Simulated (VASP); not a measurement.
# Cu (I4/mmm) in VASP: further runs

Runs on Cu. Level: LDA. Tasks: single point.

Program: VASP 6.6.1. These are calculated values, not measurements. Logs are shortened: lines on timing, memory, paths and dates and some standing lists are left out, and cuts for length are marked.

## Step 1: The cell of the first run

The typed cell holds 1 atom: a = 2.453 Å, b = 2.453 Å, c = 2.453 Å, α = 109.41°, β = 109.41°, γ = 109.58°.

This isn't the form of Cu at room conditions, which is fcc.

## Step 2: Single point, LDA (11.37 Å³/atom)

File INCAR:

```
PREC = Accurate
ENCUT = 520
EDIFF = 1E-6
ISMEAR = 0
SIGMA = 0.15
LREAL = False
LASPH = True
NELM = 60
ALGO = Normal
ISIF = 2
LWAVE = False
LCHARG = False
GGA = CA
NBANDS = 12
```

File KPOINTS:

```
Automatic mesh
0
Gamma
  24 24 24
```

File POSCAR:

```
Cu
1.0
   -1.4174234560      1.4174234560      1.4144468668
    1.4174234560     -1.4174234560      1.4144468668
    1.4174234560      1.4174234560     -1.4144468668
Cu
1
Direct
    0.0000000000      0.0000000000      0.0000000000
```

Potentials or basis: VASP PAW LDA potentials, release 64 (Cu).

Launch:

```
$ cat potpaw_LDA.64/Cu/POTCAR > POTCAR
$ mpirun -np 1 vasp_std > vasp.out
```

OUTCAR:

```text
PREC = Accurate
   ENCUT = 520
   EDIFF = 1E-6
   ISMEAR = 0
   LREAL = False
   LASPH = True
   NELM = 60
   ISIF = 2
   GGA = CA

 ion  position               nearest neighbor table
   1  0.000  0.000  0.000-

  LATTYP: Found a body centered tetragonal cell.
 ALAT       =     2.8348469120
 C/A-ratio  =     0.9979000000

  Lattice vectors:

 A1 = (  -1.4174234560,   1.4174234560,   1.4144468668)
 A2 = (   1.4174234560,  -1.4174234560,   1.4144468668)
 A3 = (   1.4174234560,   1.4174234560,  -1.4144468668)

Analysis of symmetry for initial positions (statically):
=====================================================================
 Subroutine PRICEL returns:
 Original cell was already a primitive cell.

 Routine SETGRP: Setting up the symmetry group for a
 body centered tetragonal supercell.

 Subroutine GETGRP returns: Found 16 space group operations
 (whereof 16 operations were pure point group operations)
 out of a pool of 16 trial point group operations.

The static configuration has the point symmetry D_4h.

Analysis of symmetry for dynamics (positions and initial velocities):
=====================================================================
 Subroutine PRICEL returns:
 Original cell was already a primitive cell.

 Routine SETGRP: Setting up the symmetry group for a
 body centered tetragonal supercell.

 Subroutine GETGRP returns: Found 16 space group operations
 (whereof 16 operations were pure point group operations)
 out of a pool of 16 trial point group operations.

The dynamic configuration has the point symmetry D_4h.

 Subroutine INISYM returns: Found 16 space group operations
 (whereof 16 operations are pure point group operations),
 and found     1 'primitive' translations

----------------------------------------------------------------------------------------

                                     Primitive cell

  volume of cell :      11.3670

  direct lattice vectors                    reciprocal lattice vectors
    -1.417423456  1.417423456  1.414446867     0.000000000  0.352752734  0.353495074
     1.417423456 -1.417423456  1.414446867     0.352752734  0.000000000  0.353495074
     1.417423456  1.417423456 -1.414446867     0.352752734  0.352752734  0.000000000

  length of vectors
     2.453332111  2.453332111  2.453332111     0.499392891  0.499392891  0.498867701

  position of ions in fractional coordinates (direct lattice)
     0.000000000  0.000000000  0.000000000

  ion indices of the primitive-cell ions
   primitive index   ion index
[... 81 lines left out ...]
   POTIM  = 0.5000    time-step for ionic-motion
   TEBEG  =    0.0;   TEEND  =   0.0 temperature during run
   PSTRESS=    0.0 pullay stress
   NELECT =      11.0000    total number of electrons
   NUPDOWN=      -1.0000    fix difference up-down
   EMIN   =  10.00;   EMAX   =-10.00  energy-range for DOS
   EFERMI =   0.00;   METHOD = LEGACY
   ISMEAR =     0;   SIGMA  =   0.15  broadening in eV -4-tet -1-fermi 0-gaus
   EFERMI_NEDOS =   21; number of points for ismear=-14 and -15
   IALGO  =     38    algorithm
   IMIX   =      4    mixing-type and parameters
     AMIX     =   0.40;   BMIX     =  1.00
     AMIX_MAG =   1.60;   BMIX_MAG =  1.00
  volume/ion in A,a.u.               =      11.37        76.71
  Fermi-wavevector in a.u.,A,eV,Ry     =   1.619287  3.060008 35.675696  2.622090
  Thomas-Fermi vector in A             =   2.713412
   LORBIT       =      0    0 simple, 1 ext, 2 COOP (PROOUT), +10 PAW based schemes
   GGA     = CA    functional components
   LHFCALC =     F    Hartree Fock is set to
   AEXX    =    0.0000 exact exchange contribution
   IVDW    =     0    specifies the selected vdW correction
   LEPSILON=     F    determine dielectric tensor
   LRPA    =     F    only Hartree local field effects (RPA)
 non-spin polarized calculation
 Gauss-broadening in eV      SIGMA  =   0.15
  energy-cutoff  :      520.00
  volume of cell :       11.37
 maximum number of plane-waves:       321
   NGX =  9   NGY =  9   NGZ =  9

 number of electron      10.9999993 magnetization

 Free energy of the ion-electron system (eV)
  ---------------------------------------------------
  ext. energy  EPLUGINS =         0.00000000
  ---------------------------------------------------
  free energy    TOTEN  =        -4.66191723 eV

  energy without entropy =       -4.65743201  energy(sigma->0) =       -4.65967462

 E-fermi :   7.8260     XC(G=0): -13.3295

 val. band max:        7.8258523849   @ k =   0.2917   0.1250   0.0833
 cond. band min:       7.8294416738   @ k =   0.5000   0.1250   0.0417
 fundamental gap:      0.0035892889
 Fermi energy:         7.8260115669

 k-point     1 :       0.0000    0.0000    0.0000
  band No.  band energies     occupation
      1      -1.8096      2.00000
      2       4.5441      2.00000
      3       4.5527      2.00000
      4       4.5527      2.00000
      5       5.6375      2.00000
      6       5.6465      2.00000
      7      33.3182      0.00000
      8      33.3182      0.00000
      9      33.3658      0.00000
     10      36.9295      0.00000
     11      36.9295      0.00000
     12      36.9842      0.00000
[... 331 lines left out ...]
 k-point    24 :       0.4583    0.0417    0.0000
  band No.  band energies     occupation
      1       2.5633      2.00000
      2       3.8001      2.00000
      3       5.5883      2.00000
      4       5.6936      2.00000
      5       6.2367      2.00000
      6       7.3526      1.99999
      7      12.5131      0.00000
      8      24.9290      0.00000
      9      25.6535      0.00000
     10      30.1752      0.00000
     11      33.1851      0.00000
     12      41.8193      0.00000

 [... further k-points ...]

------------------------ aborting loop because EDIFF is reached ----------------------------------------

  FORCE on cell =-STRESS in cart. coord.  units (eV):
  Direction    XX          YY          ZZ          XY          YZ          ZX
  --------------------------------------------------------------------------------------
  -------------------------------------------------------------------------------------
  Total       -0.4145661     -0.4145661     -0.4159414      0.0000000      0.0000000      0.0000000
  in kB      -58.4330470    -58.4330470    -58.6268919      0.0000000      0.0000000      0.0000000
  external PRESSURE =     -58.4976620 kB  Pullay stress =       0.0000000 kB

 VOLUME and BASIS-vectors are now :
 -----------------------------------------------------------------------------
  energy-cutoff  :      520.00
  volume of cell :       11.37
      direct lattice vectors                 reciprocal lattice vectors
    -1.417423456  1.417423456  1.414446867     0.000000000  0.352752734  0.353495074
     1.417423456 -1.417423456  1.414446867     0.352752734  0.000000000  0.353495074
     1.417423456  1.417423456 -1.414446867     0.352752734  0.352752734  0.000000000

 POSITION                                       TOTAL-FORCE (eV/Angst)
 -----------------------------------------------------------------------------------
      0.00000      0.00000      0.00000         0.000000      0.000000      0.000000
 -----------------------------------------------------------------------------------
    total drift:                                0.000000      0.000000      0.000000

  FREE ENERGIE OF THE ION-ELECTRON SYSTEM (eV)
  ---------------------------------------------------
  free  energy   TOTEN  =        -4.6619172325 eV

  energy  without entropy=       -4.6574320099  energy(sigma->0) =       -4.65967462
```

OSZICAR:

```text
N       E                     dE             d eps       ncg     rms          rms(c)
DAV:   1     0.416491112687E+02    0.41649E+02   -0.53632E+03 28572   0.158E+03
DAV:   2    -0.430198946515E+01   -0.45951E+02   -0.42401E+02 26324   0.207E+02
DAV:   3    -0.564809475146E+01   -0.13461E+01   -0.13358E+01 29768   0.403E+01
DAV:   4    -0.565655899291E+01   -0.84642E-02   -0.84631E-02 28640   0.282E+00
DAV:   5    -0.565664076223E+01   -0.81769E-04   -0.81770E-04 29816   0.283E-01    0.789E+00
DAV:   6    -0.505186411981E+01    0.60478E+00   -0.14767E+01 29708   0.758E+01    0.391E+00
DAV:   7    -0.467909634360E+01    0.37277E+00   -0.23223E+00 30024   0.301E+01    0.648E-01
DAV:   8    -0.466302863331E+01    0.16068E-01   -0.77205E-03 32344   0.932E-01    0.237E-01
DAV:   9    -0.466190470003E+01    0.11239E-02   -0.50249E-03 32928   0.120E+00    0.150E-02
DAV:  10    -0.466191544292E+01   -0.10743E-04   -0.25930E-05 31676   0.759E-02    0.473E-03
DAV:  11    -0.466191722587E+01   -0.17829E-05   -0.50349E-07 20116   0.121E-02    0.418E-04
DAV:  12    -0.466191723248E+01   -0.66179E-08   -0.52585E-08 13752   0.236E-03
   1 F= -.46619172E+01 E0= -.46596746E+01  d E =-.448522E-02
```

It took 40 s on 1 thread of Intel Xeon 6975P-C (Granite Rapids), shared host; peak memory 0.24 GiB.

Results:

| Property | Result |
| --- | --- |
| Free energy | -4.6619 eV |
| Pressure | -5.8 GPa |
| Band gap on the k mesh | zero (an odd number of electrons rules out a gap without spin polarisation) |

Caveat: the cell stands under tension.

## Step 3: Single point, LDA (11.37 Å³/atom)

File INCAR:

```
  PREC = Accurate
  ENCUT = 520
  EDIFF = 1E-6
  ISMEAR = 0
  SIGMA = 0.15
  LREAL = F
  LASPH = T
  NELM = 100
  ALGO = Fast
  ISIF = 2
  LWAVE = F
  LCHARG = F
  NBANDS = 12
```

KPOINTS is that of step 2.

File POSCAR:

```
Cu
1.0
   -1.3892284186      1.3892284186      1.4724432009
    1.3892284186     -1.3892284186      1.4724432009
    1.3892284186      1.3892284186     -1.4724432009
Cu
1
Direct
    0.0000000000      0.0000000000      0.0000000000
```

Potentials or basis: VASP PAW LDA potentials, release 64 (Cu).

Launch:

```
$ cat potpaw_LDA.64/Cu/POTCAR > POTCAR
$ mpirun -np 1 vasp_std > vasp.out
```

Wall time 48 s (1 thread of Intel Xeon 6975P-C (Granite Rapids), shared host); peak memory 0.24 GiB.

It converged, with:

| Quantity | Value |
| --- | --- |
| Free energy | -4.6634 eV |
| Pressure | -5.7 GPa |
| Band gap on the k mesh | zero (an odd number of electrons rules out a gap without spin polarisation) |

Stress tensor (GPa, compression positive):
```
-6.04  0.00  0.00
 0.00 -6.04  0.00
 0.00  0.00 -4.92
```

Levels at points of the mesh, in eV from the Fermi level:
| k point | band 3 | band 4 | band 5 | band 6 | band 7 | band 8 | band 9 | band 10 |
| --- | --- | --- | --- | --- | --- | --- | --- | --- |
| (0.00, 0.00, 0.00) | -3.35 | -3.12 | -2.33 | -2.09 | 24.71 | 25.75 | 25.75 | 28.18 |
| (0.50, 0.00, 0.00) | -2.38 | -2.05 | -1.44 | -0.81 | 4.33 | 18.36 | 18.48 | 22.35 |
| (0.50, 0.50, 0.00) | -2.08 | -2.00 | -1.40 | -0.37 | 4.96 | 16.79 | 16.84 | 20.98 |
| (0.50, 0.50, 0.50) | -1.64 | -1.58 | -1.58 | 6.88 | 9.06 | 9.06 | 13.08 | 14.60 |

Caveat: the cell stands under tension.

## Step 4: Single point, LDA (11.37 Å³/atom)

File INCAR:

```
SYSTEM = Cu
  ALGO = Normal
  EDIFF = 1E-7
  ENCUT = 520
  GGA = CA
  ISIF = 2
  ISMEAR = 0
  LASPH = .TRUE.
  LCHARG = .FALSE.
  LREAL = .FALSE.
  LWAVE = .FALSE.
  NBANDS = 12
  NELM = 60
  PREC = Accurate
  SIGMA = 0.15
```

File KPOINTS:

```
k-points
0
G
  24 24 24
  0 0 0
```

File POSCAR:

```
Cu
1.0
   -1.4461898224      1.4461898224      1.3587365779
    1.4461898224     -1.4461898224      1.3587365779
    1.4461898224      1.4461898224     -1.3587365779
Cu
1
Direct
    0.0000000000      0.0000000000      0.0000000000
```

Launch:

```
$ cat potpaw_LDA.64/Cu/POTCAR > POTCAR
$ mpirun -np 1 vasp_std > vasp.out
```

It took 49 s on 1 thread of Intel Xeon 6975P-C (Granite Rapids), shared host; peak memory 0.24 GiB.

The run converged. Its results:

- Free energy: -4.6625 eV
- Pressure: -5.7 GPa
- Band gap on the k mesh: zero (an odd number of electrons rules out a gap without spin polarisation)

Stress tensor (GPa, compression positive):
```
-5.68  0.00  0.00
 0.00 -5.68  0.00
 0.00  0.00 -5.86
```

Levels at points of the mesh, in eV from the Fermi level:
| k point | band 2 | band 3 | band 4 | band 5 | band 6 | band 7 | band 8 | band 9 | band 10 | band 11 |
| --- | --- | --- | --- | --- | --- | --- | --- | --- | --- | --- |
| (0.00, 0.00, 0.00) | -3.45 | -3.18 | -3.18 | -2.35 | -2.07 | 24.80 | 24.80 | 26.53 | 28.90 | 28.90 |
| (0.50, 0.00, 0.00) | -4.13 | -2.23 | -1.95 | -1.41 | -0.49 | 4.78 | 17.30 | 17.30 | 21.39 | 24.47 |
| (0.50, 0.50, 0.00) | -3.81 | -2.43 | -2.14 | -1.45 | -0.98 | 4.08 | 18.98 | 19.18 | 22.93 | 25.91 |
| (0.50, 0.50, 0.50) | -4.86 | -1.62 | -1.62 | -1.55 | 7.52 | 7.52 | 9.97 | 13.38 | 14.05 | 17.08 |

Caveat: the cell stands under tension.

## Step 5: Overview

```tsv
cell	gap on the mesh (eV)	pressure (GPa)
a = 2.453 Å, angles 109.4, 109.4, 109.6°, 1 atom	none	-5.8
a = 2.455 Å, angles 111.1, 111.1, 106.3°, 1 atom	none	-5.7
a = 2.455 Å, angles 107.8, 107.8, 112.8°, 1 atom	none	-5.7
```

Alike in all rows: task single point; level LDA; potentials or basis VASP PAW LDA potentials, release 64 (Cu); no spin polarisation; k mesh 24 × 24 × 24; cutoff (eV) 520; smearing gaussian 0.15 eV.

Caveats: the cell stands under tension.

Total energies depend on the potentials used, so only differences within one code and one set of settings carry meaning.
